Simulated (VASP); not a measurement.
# MgO (P4mm) in VASP: a series of runs

MgO is run at these levels: PBEsol; tasks: single point.

Everything below comes from runs of VASP 6.6.1. Logs are shortened: lines on timing, memory, paths and dates and some standing lists are left out, and cuts for length are marked.

**1. The cell of the first run**

The structure is tetragonal, space group P4mm (No. 99). The conventional cell has a = 4.214 Å, b = 4.214 Å, c = 4.214 Å, α = 90.00°, β = 90.00°, γ = 90.00°. Mg (site symmetry 4mm) has 6 O at 1.91 to 2.31 Å within 2.5 Å. Within 2.8 Å of Mg (site symmetry 2mm) lie 6 O at 2.11 to 2.12 Å. Within 2.8 Å of Mg (site symmetry 4mm) lie 6 O at 2.11 Å. O (site symmetry 4mm) has 6 Mg at 1.91 to 2.31 Å within 2.5 Å. Within 2.8 Å of O (site symmetry 2mm) lie 6 Mg at 2.11 Å. O (site symmetry 4mm) has 6 Mg at 2.11 Å within 2.8 Å.

**2. Single point, PBEsol (atom 5 (O) moved -0.200 Å towards its neighbour atom 1 (Mg) at 2.107 Å)**

File INCAR:

```
SYSTEM = MgO
  ALGO = Normal
  EDIFF = 1E-7
  ENCUT = 520
  GGA = PS
  ISIF = 2
  ISMEAR = 0
  LASPH = .TRUE.
  LCHARG = .FALSE.
  LREAL = .FALSE.
  LWAVE = .FALSE.
  NBANDS = 26
  NELM = 80
  PREC = Accurate
  SIGMA = 0.05
```

File KPOINTS:

```
k-points
0
G
  6 6 6
  0 0 0
```

File POSCAR:

```
MgO
1.0
    4.2142114404      0.0000000000      0.0000000000
    0.0000000000     -4.2142114404      0.0000000000
    0.0000000000      0.0000000000     -4.2142114404
Mg O
4 4
Direct
    0.0000000000      0.0000000000      0.0000000000
    0.5000000000      0.5000000000      0.0000000000
    0.5000000000      0.0000000000      0.5000000000
    0.0000000000      0.5000000000      0.5000000000
    0.5474584635      0.0000000000      0.0000000000
    0.0000000000      0.5000000000      0.0000000000
    0.0000000000      0.0000000000      0.5000000000
    0.5000000000      0.5000000000      0.5000000000
```

Potentials or basis: VASP PAW PBE potentials, release 64 (Mg, O).

Started as:

```sh
> cat potpaw_PBE.64/Mg/POTCAR potpaw_PBE.64/O/POTCAR > POTCAR
> mpirun -np 1 vasp_std > vasp.out
```

OUTCAR:

```text
SYSTEM = MgO
   EDIFF = 1E-7
   ENCUT = 520
   GGA = PS
   ISIF = 2
   ISMEAR = 0
   LASPH = .TRUE.
   LREAL = .FALSE.
   NELM = 80
   PREC = Accurate

 ion  position               nearest neighbor table
   1  0.000  0.000  0.000-   5 1.91   6 2.11   7 2.11   7 2.11   6 2.11   5 2.31   4 2.98   3 2.98
                             4 2.98   2 2.98   2 2.98   4 2.98   3 2.98   4 2.98   2 2.98   3 2.98
   2  0.500  0.500  0.000-   6 2.11   8 2.11   8 2.11   6 2.11   5 2.12   5 2.12   3 2.98   4 2.98
                             1 2.98   1 2.98   3 2.98   3 2.98   3 2.98   1 2.98   4 2.98   4 2.98
   3  0.500  0.000  0.500-   7 2.11   8 2.11   8 2.11   7 2.11   5 2.12   5 2.12   1 2.98   2 2.98
                             1 2.98   2 2.98   4 2.98   2 2.98   2 2.98   1 2.98   4 2.98   4 2.98
   4  0.000  0.500  0.500-   6 2.11   7 2.11   8 2.11   6 2.11   7 2.11   8 2.11   1 2.98   2 2.98
                             1 2.98   1 2.98   3 2.98   2 2.98   1 2.98   2 2.98   3 2.98   3 2.98
   5  0.547  0.000  0.000-   1 1.91   2 2.12   3 2.12   3 2.12   2 2.12   1 2.31
   6  0.000  0.500  0.000-   1 2.11   2 2.11   4 2.11   4 2.11   1 2.11   2 2.11
   7  0.000  0.000  0.500-   1 2.11   3 2.11   4 2.11   1 2.11   4 2.11   3 2.11
   8  0.500  0.500  0.500-   2 2.11   3 2.11   4 2.11   2 2.11   3 2.11   4 2.11

  LATTYP: Found a simple cubic cell.
 ALAT       =     4.2142114404

  Lattice vectors:

 A1 = (   4.2142114404,   0.0000000000,   0.0000000000)
 A2 = (   0.0000000000,  -4.2142114404,   0.0000000000)
 A3 = (   0.0000000000,   0.0000000000,  -4.2142114404)

Analysis of symmetry for initial positions (statically):
=====================================================================
 Subroutine PRICEL returns:
 Original cell was already a primitive cell.

 Routine SETGRP: Setting up the symmetry group for a
 simple cubic supercell.

 Subroutine GETGRP returns: Found  8 space group operations
 (whereof  8 operations were pure point group operations)
 out of a pool of 48 trial point group operations.

The static configuration has the point symmetry C_4v.

Analysis of symmetry for dynamics (positions and initial velocities):
=====================================================================
 Subroutine PRICEL returns:
 Original cell was already a primitive cell.

 Routine SETGRP: Setting up the symmetry group for a
 simple cubic supercell.

 Subroutine GETGRP returns: Found  8 space group operations
 (whereof  8 operations were pure point group operations)
 out of a pool of 48 trial point group operations.

The dynamic configuration has the point symmetry C_4v.

 Subroutine INISYM returns: Found  8 space group operations
 (whereof  8 operations are pure point group operations),
 and found     1 'primitive' translations

----------------------------------------------------------------------------------------

                                     Primitive cell

  volume of cell :      74.8426

  direct lattice vectors                    reciprocal lattice vectors
     4.214211440  0.000000000  0.000000000     0.237292318  0.000000000  0.000000000
     0.000000000 -4.214211440  0.000000000     0.000000000 -0.237292318  0.000000000
     0.000000000  0.000000000 -4.214211440     0.000000000  0.000000000 -0.237292318

  length of vectors
     4.214211440  4.214211440  4.214211440     0.237292318  0.237292318  0.237292318

  position of ions in fractional coordinates (direct lattice)
     0.000000000  0.000000000  0.000000000
     0.500000000  0.500000000  0.000000000
     0.500000000  0.000000000  0.500000000
     0.000000000  0.500000000  0.500000000
     0.547458463  0.000000000  0.000000000
     0.000000000  0.500000000  0.000000000
     0.000000000  0.000000000  0.500000000
     0.500000000  0.500000000  0.500000000

  ion indices of the primitive-cell ions
   primitive index   ion index
                 1           1
                 2           2
                 3           3
                 4           4
                 5           5
                 6           6
[... 61 lines left out ...]

 k-point     4 :       0.3333    0.0000    0.0000
  band No.  band energies     occupation
      1     -13.7795      2.00000
      2     -12.9691      2.00000
      3     -12.5159      2.00000
      4     -12.5154      2.00000
      5      -0.5665      2.00000
      6      -0.5665      2.00000
[... 18 lines left out ...]
     25      15.5178      0.00000
     26      15.5762      0.00000

 k-point     5 :       0.0000    0.3333    0.0000
  band No.  band energies     occupation
      1     -13.7709      2.00000
      2     -12.9810      2.00000
      3     -12.5302      2.00000
      4     -12.5021      2.00000
      5      -0.5978      2.00000
      6      -0.5582      2.00000
[... 18 lines left out ...]
     25      15.6231      0.00000
     26      16.0386      0.00000

 k-point     6 :       0.5000    0.0000    0.0000
  band No.  band energies     occupation
      1     -13.4836      2.00000
      2     -13.2759      2.00000
      3     -12.5026      2.00000
      4     -12.5023      2.00000
      5      -0.0919      2.00000
      6      -0.0919      2.00000
[... 427 lines left out ...]
 k-point    21 :       0.5000    0.5000    0.0000
  band No.  band energies     occupation
      1     -13.0203      2.00000
      2     -12.9228      2.00000
      3     -12.8960      2.00000
      4     -12.7724      2.00000
      5      -0.6446      2.00000
      6      -0.5534      2.00000
[... 18 lines left out ...]
     25      16.5951      0.00000
     26      16.6559      0.00000

 k-point    22 :       0.0000    0.5000    0.5000
  band No.  band energies     occupation
      1     -12.9227      2.00000
      2     -12.9040      2.00000
      3     -12.8962      2.00000
      4     -12.8962      2.00000
      5      -0.4765      2.00000
      6      -0.4752      2.00000
[... 18 lines left out ...]
     25      16.9257      0.00000
     26      16.9350      0.00000

 k-point    23 :       0.1667    0.1667    0.1667
  band No.  band energies     occupation
      1     -13.8608      2.00000
      2     -12.6833      2.00000
      3     -12.6306      2.00000
      4     -12.5889      2.00000
      5      -0.8374      2.00000
      6      -0.7772      2.00000
[... 18 lines left out ...]
     25      15.9138      0.00000
     26      16.1587      0.00000

 k-point    24 :       0.3333    0.1667    0.1667
  band No.  band energies     occupation
      1     -13.6135      2.00000
      2     -12.8957      2.00000
      3     -12.6010      2.00000
      4     -12.5970      2.00000
      5      -0.7005      2.00000
      6      -0.6515      2.00000
[... 18 lines left out ...]
     25      15.7376      0.00000
     26      15.8164      0.00000

 [... further k-points ...]
[... 5 lines left out ...]
  --------------------------------------------------------------------------------------
  -------------------------------------------------------------------------------------
  Total        1.3443343     -0.1973171     -0.1973171      0.0000000      0.0000000      0.0000000
  in kB       28.7785500     -4.2240239     -4.2240239      0.0000000      0.0000000      0.0000000
  external PRESSURE =       6.7768341 kB  Pullay stress =       0.0000000 kB

 VOLUME and BASIS-vectors are now :
 -----------------------------------------------------------------------------
  energy-cutoff  :      520.00
  volume of cell :       74.84
      direct lattice vectors                 reciprocal lattice vectors
     4.214211440  0.000000000  0.000000000     0.237292318  0.000000000  0.000000000
     0.000000000 -4.214211440  0.000000000     0.000000000 -0.237292318  0.000000000
     0.000000000  0.000000000 -4.214211440     0.000000000  0.000000000 -0.237292318

 POSITION                                       TOTAL-FORCE (eV/Angst)
 -----------------------------------------------------------------------------------
      0.00000      0.00000      0.00000         0.850521     -0.000000      0.000000
      2.10711     -2.10711      0.00000         0.295284     -0.000000      0.000000
      2.10711      0.00000     -2.10711         0.295284     -0.000000      0.000000
      0.00000     -2.10711     -2.10711        -0.056977     -0.000000      0.000000
      2.30711      0.00000      0.00000        -2.448856      0.000000     -0.000000
      0.00000     -2.10711      0.00000         0.579620     -0.000000      0.000000
      0.00000      0.00000     -2.10711         0.579620     -0.000000      0.000000
      2.10711     -2.10711     -2.10711        -0.094495     -0.000000      0.000000
 -----------------------------------------------------------------------------------
    total drift:                                0.000440     -0.000000     -0.000000

  FREE ENERGIE OF THE ION-ELECTRON SYSTEM (eV)
  ---------------------------------------------------
  free  energy   TOTEN  =       -49.8205546823 eV

  energy  without entropy=      -49.8205546823  energy(sigma->0) =      -49.82055468
```

Wall time 46 s (1 thread of Intel Xeon Platinum 8259CL at 2.50GHz (Skylake/Cascade Lake), shared host); peak memory 0.21 GiB.

What came out:

- Free energy: -49.8206 eV
- Pressure: 0.7 GPa
- Largest force: 2.449 eV/Å
- Band gap on the k mesh: 4.55 eV

Forces on the atoms (eV/Å):
```
Mg   0.851  0.000  0.000
Mg   0.295  0.000  0.000
Mg   0.295  0.000  0.000
Mg  -0.057  0.000  0.000
O   -2.449  0.000  0.000
O    0.580  0.000  0.000
O    0.580  0.000  0.000
O   -0.094  0.000  0.000
```

Caveat: the cell differs from its parent crystal (atom 5 (O) moved -0.200 Å towards its neighbour atom 1 (Mg) at 2.107 Å); the PAW data sets were made with another functional, which shifts forces and pressure a little.

**3. Single point, PBEsol (atom 5 (O) moved +0.150 Å towards its neighbour atom 1 (Mg) at 2.107 Å)**

File INCAR:

```
SYSTEM = MgO
PREC = Accurate
ENCUT = 520
EDIFF = 1E-7
ISMEAR = 0
SIGMA = 0.05
LREAL = .FALSE.
LASPH = .TRUE.
NELM = 60
ALGO = Normal
ISIF = 2
LWAVE = .FALSE.
LCHARG = .FALSE.
GGA = PS
NBANDS = 26
```

File KPOINTS:

```
Automatic mesh
0
G
  6 6 6
  0 0 0
```

Edit POSCAR of step 2 so:

```diff
@@ -12,3 +12,3 @@
     0.0000000000      0.5000000000      0.5000000000
-    0.5474584635      0.0000000000      0.0000000000
+    0.4644061523      0.0000000000      0.0000000000
     0.0000000000      0.5000000000      0.0000000000
```

Potentials or basis: VASP PAW PBE potentials, release 64 (Mg, O).

Started as:

```sh
> cat potpaw_PBE.64/Mg/POTCAR potpaw_PBE.64/O/POTCAR > POTCAR
> mpirun -np 1 vasp_std > vasp.out
```

Run time: 46 s. Hardware: 1 thread of Intel Xeon Platinum 8259CL at 2.50GHz (Skylake/Cascade Lake), shared host; peak memory 0.21 GiB.

It converged, with:

| Item | Value |
| --- | --- |
| Free energy | -49.9247 eV |
| Pressure | 0.1 GPa |
| Largest force | 1.733 eV/Å |
| Band gap on the k mesh | 4.58 eV |

Forces on the atoms (eV/Å):
```
Mg  -0.536  0.000  0.000
Mg  -0.221  0.000  0.000
Mg  -0.221  0.000  0.000
Mg   0.043  0.000  0.000
O    1.733  0.000  0.000
O   -0.435  0.000  0.000
O   -0.435  0.000  0.000
O    0.072  0.000  0.000
```

Stress tensor (GPa, compression positive):
```
 1.35  0.00  0.00
 0.00 -0.47  0.00
 0.00  0.00 -0.47
```

Levels at points of the mesh, in eV from the valence-band top:
```csv
k point,band 12,band 13,band 14,band 15,band 16,band 17,band 18,band 19,band 20,band 21
"(0.00, 0.00, 0.00)",-1.35,-1.35,-0.02,0.00,0.00,4.58,8.91,8.91,8.91,9.73
"(0.50, 0.00, 0.00)",-1.79,-0.83,-0.83,-0.66,-0.66,7.74,8.11,10.95,10.97,11.07
"(0.00, 0.50, 0.00)",-1.76,-0.75,-0.75,-0.74,-0.72,7.85,7.93,10.57,10.95,11.19
"(0.50, 0.50, 0.00)",-1.81,-0.75,-0.67,-0.64,-0.58,8.83,9.00,9.68,9.72,11.05
"(0.00, 0.50, 0.50)",-2.02,-0.66,-0.66,-0.64,-0.64,9.10,9.30,9.30,9.35,11.51
"(0.50, 0.50, 0.50)",-0.67,-0.66,-0.66,-0.64,-0.64,7.60,7.73,7.73,7.73,12.41
```

Caveat: the cell differs from its parent crystal (atom 5 (O) moved +0.150 Å towards its neighbour atom 1 (Mg) at 2.107 Å); the PAW data sets were made with another functional, which shifts forces and pressure a little.

**4. Single point, PBEsol (atom 5 (O) moved -0.100 Å towards its neighbour atom 1 (Mg) at 2.107 Å)**

File INCAR:

```
ALGO = Normal
EDIFF = 1E-6
ENCUT = 520
GGA = PS
ISIF = 2
ISMEAR = 0
LASPH = T
LCHARG = F
LREAL = F
LWAVE = F
NBANDS = 26
NELM = 60
PREC = Accurate
SIGMA = 0.05
```

File KPOINTS:

```
k-points
0
Gamma
  6 6 6
```

Edit POSCAR of step 3 so:

```diff
@@ -12,3 +12,3 @@
     0.0000000000      0.5000000000      0.5000000000
-    0.4644061523      0.0000000000      0.0000000000
+    0.5237292318      0.0000000000      0.0000000000
     0.0000000000      0.5000000000      0.0000000000
```

Started as:

```sh
> cat potpaw_PBE.64/Mg/POTCAR potpaw_PBE.64/O/POTCAR > POTCAR
> mpirun -np 1 vasp_std > vasp.out
```

It took 43 s on 1 thread of Intel Xeon Platinum 8259CL at 2.50GHz (Skylake/Cascade Lake), shared host; peak memory 0.2 GiB.

Results (log left out):

```yaml
Free_energy: -49.9954 eV
Pressure: -0.2 GPa
Largest_force: 1.108 eV/Å
Band_gap_on_the_k_mesh: 4.60 eV
```

Forces on the atoms (eV/Å):
```
Mg   0.311  0.000  0.000
Mg   0.147  0.000  0.000
Mg   0.147  0.000  0.000
Mg  -0.029  0.000  0.000
O   -1.108  0.000  0.000
O    0.290  0.000  0.000
O    0.290  0.000  0.000
O   -0.048  0.000  0.000
```

Stress tensor (GPa, compression positive):
```
 0.29  0.00  0.00
 0.00 -0.50  0.00
 0.00  0.00 -0.50
```

Levels at points of the mesh, in eV from the valence-band top:
| k point | band 14 | band 15 | band 16 | band 17 | band 18 | band 19 |
| --- | --- | --- | --- | --- | --- | --- |
| (0.00, 0.00, 0.00) | -0.01 | 0.00 | 0.00 | 4.60 | 8.91 | 8.91 |
| (0.50, 0.00, 0.00) | -0.80 | -0.69 | -0.69 | 7.83 | 8.07 | 10.96 |
| (0.00, 0.50, 0.00) | -0.75 | -0.75 | -0.73 | 7.91 | 7.95 | 10.74 |
| (0.50, 0.50, 0.00) | -0.66 | -0.65 | -0.61 | 9.02 | 9.12 | 9.58 |
| (0.00, 0.50, 0.50) | -0.66 | -0.65 | -0.65 | 9.24 | 9.33 | 9.33 |
| (0.50, 0.50, 0.50) | -0.66 | -0.65 | -0.65 | 7.67 | 7.73 | 7.73 |

Caveat: the cell differs from its parent crystal (atom 5 (O) moved -0.100 Å towards its neighbour atom 1 (Mg) at 2.107 Å); the PAW data sets were made with another functional, which shifts forces and pressure a little.

**5. Single point, PBEsol (atom 5 (O) moved +0.050 Å towards its neighbour atom 1 (Mg) at 2.107 Å)**

File INCAR:

```
SYSTEM = MgO
PREC = Accurate
ENCUT = 520
EDIFF = 1E-6
ISMEAR = 0
SIGMA = 0.05
LREAL = .FALSE.
LASPH = .TRUE.
NELM = 60
ALGO = Normal
ISIF = 2
LWAVE = .FALSE.
LCHARG = .FALSE.
GGA = PS
NBANDS = 26
```

File KPOINTS:

```
Automatic mesh
0
G
  6 6 6
  0 0 0
```

Edit POSCAR of step 4 so:

```diff
@@ -12,3 +12,3 @@
     0.0000000000      0.5000000000      0.5000000000
-    0.5237292318      0.0000000000      0.0000000000
+    0.4881353841      0.0000000000      0.0000000000
     0.0000000000      0.5000000000      0.0000000000
```

Started as:

```sh
> cat potpaw_PBE.64/Mg/POTCAR potpaw_PBE.64/O/POTCAR > POTCAR
> mpirun -np 1 vasp_std > vasp.out
```

Wall time 36 s (1 thread of Intel Xeon Platinum 8259CL at 2.50GHz (Skylake/Cascade Lake), shared host); peak memory 0.21 GiB.

It converged, with:

```
Free energy            : -50.0363 eV
Pressure               : -0.5 GPa
Largest force          : 0.540 eV/Å
Band gap on the k mesh : 4.62 eV
```

Forces on the atoms (eV/Å):
```
Mg  -0.142  0.000  0.000
Mg  -0.073  0.000  0.000
Mg  -0.073  0.000  0.000
Mg   0.014  0.000  0.000
O    0.540  0.000  0.000
O   -0.145  0.000  0.000
O   -0.145  0.000  0.000
O    0.024  0.000  0.000
```

Stress tensor (GPa, compression positive):
```
-0.35  0.00  0.00
 0.00 -0.54  0.00
 0.00  0.00 -0.54
```

Levels at points of the mesh, in eV from the valence-band top:
| k point | band 14 | band 15 | band 16 | band 17 | band 18 | band 19 |
| --- | --- | --- | --- | --- | --- | --- |
| (0.00, 0.00, 0.00) | 0.00 | 0.00 | 0.00 | 4.62 | 8.92 | 8.92 |
| (0.50, 0.00, 0.00) | -0.77 | -0.72 | -0.72 | 7.90 | 8.03 | 10.96 |
| (0.00, 0.50, 0.00) | -0.75 | -0.75 | -0.74 | 7.96 | 7.97 | 10.89 |
| (0.50, 0.50, 0.00) | -0.66 | -0.66 | -0.63 | 9.19 | 9.24 | 9.47 |
| (0.00, 0.50, 0.50) | -0.66 | -0.66 | -0.66 | 9.32 | 9.35 | 9.35 |
| (0.50, 0.50, 0.50) | -0.66 | -0.66 | -0.66 | 7.72 | 7.73 | 7.73 |

Caveat: the cell differs from its parent crystal (atom 5 (O) moved +0.050 Å towards its neighbour atom 1 (Mg) at 2.107 Å); the PAW data sets were made with another functional, which shifts forces and pressure a little.

**6. Single point, PBEsol (atom 5 (O) moved +0.175 Å towards its neighbour atom 1 (Mg) at 2.107 Å)**

File INCAR:

```
PREC     = Accurate       # precision mode
ENCUT    = 520            # plane-wave cutoff, eV
EDIFF    = 1E-7           # SCF threshold, eV
ISMEAR   = 0              # smearing method
SIGMA    = 0.05           # smearing width, eV
LREAL    = False          # projectors in reciprocal space
LASPH    = True           # aspherical terms in the spheres
NELM     = 60             # most SCF steps
ALGO     = Normal         # electronic algorithm
ISIF     = 2              # what is computed and relaxed
LWAVE    = False          # write WAVECAR
LCHARG   = True           # write CHGCAR
GGA      = PS             # functional
LELF     = True           # ELF
LVHAR    = True         
NBANDS   = 26             # bands
```

File KPOINTS:

```
Automatic mesh
0
Gamma
  6 6 6
```

Edit POSCAR of step 5 so:

```diff
@@ -12,3 +12,3 @@
     0.0000000000      0.5000000000      0.5000000000
-    0.4881353841      0.0000000000      0.0000000000
+    0.4584738444      0.0000000000      0.0000000000
     0.0000000000      0.5000000000      0.0000000000
```

Potentials or basis: VASP PAW PBE potentials, release 64 (Mg, O).

Started as:

```sh
> cat potpaw_PBE.64/Mg/POTCAR potpaw_PBE.64/O/POTCAR > POTCAR
> mpirun -np 1 vasp_std > vasp.out
```

It took 43 s on 1 thread of Intel Xeon Platinum 8259CL at 2.50GHz (Skylake/Cascade Lake), shared host; peak memory 0.21 GiB.

Results (log left out):

| Item | Value |
| --- | --- |
| Free energy | -49.8771 eV |
| Pressure | 0.4 GPa |
| Largest force | 2.077 eV/Å |
| Band gap on the k mesh | 4.57 eV |

Forces in eV/Å, atoms in the order of the input:
```
Mg  -0.680  0.000  0.000
Mg  -0.258  0.000  0.000
Mg  -0.258  0.000  0.000
Mg   0.050  0.000  0.000
O    2.077  0.000  0.000
O   -0.507  0.000  0.000
O   -0.507  0.000  0.000
O    0.083  0.000  0.000
```

Stress tensor (GPa, compression positive):
```
 2.05  0.00  0.00
 0.00 -0.45  0.00
 0.00  0.00 -0.45
```

Levels at points of the mesh, in eV from the valence-band top:
| k point | band 14 | band 15 | band 16 | band 17 | band 18 | band 19 |
| --- | --- | --- | --- | --- | --- | --- |
| (0.00, 0.00, 0.00) | -0.03 | 0.00 | 0.00 | 4.57 | 8.90 | 8.90 |
| (0.50, 0.00, 0.00) | -0.84 | -0.65 | -0.65 | 7.69 | 8.13 | 10.95 |
| (0.00, 0.50, 0.00) | -0.75 | -0.74 | -0.71 | 7.80 | 7.91 | 10.48 |
| (0.50, 0.50, 0.00) | -0.67 | -0.63 | -0.57 | 8.73 | 8.94 | 9.73 |
| (0.00, 0.50, 0.50) | -0.66 | -0.64 | -0.64 | 9.02 | 9.28 | 9.28 |
| (0.50, 0.50, 0.50) | -0.66 | -0.63 | -0.63 | 7.56 | 7.72 | 7.73 |

Caveat: the cell differs from its parent crystal (atom 5 (O) moved +0.175 Å towards its neighbour atom 1 (Mg) at 2.107 Å); the PAW data sets were made with another functional, which shifts forces and pressure a little.
